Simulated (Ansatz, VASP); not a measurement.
Sc3Te in VASP and in Ansatz

```
CELL_PARAMETERS angstrom
0.00000 3.56950 3.56950
3.56950 0.00000 3.56950
3.56950 3.56950 0.00000
ATOMIC_POSITIONS crystal
Sc 0.25000 0.25000 0.25000
Sc 0.75000 0.75000 0.75000
Sc 0.50000 0.50000 0.50000
Te 0.00000 0.00000 0.00000
```

Alike in both runs: task single point; functional PBE; k mesh 5 × 5 × 5; occupations fermi-dirac, width 0.05 eV; no spin polarisation; Hubbard terms Sc d U = 2 eV.

```csv
,VASP,Ansatz
version,VASP 6.6.1,Ansatz 0.2.0
potentials or method,"VASP PAW PBE potentials, release 64 (Sc_sv, Te)",Ansatz PAW
plane-wave cutoff (eV),520,420
valence electrons in the cell,39,49
```

```csv
,VASP,Ansatz,Ansatz less VASP
gap on the k mesh at the Fermi level (eV),none,none,-
pressure (GPa),4.0,3.7,-0.37
```

The programs project onto different local orbitals, so the same U acts differently, and such runs can settle in different states. A gap of «none» marks a metal or a gap that the smearing closes. VASP's potentials hold 39 valence electrons a cell and Ansatz's 49, so a difference there can come from the potentials and not from the codes.

Spin-orbit coupling is off throughout.
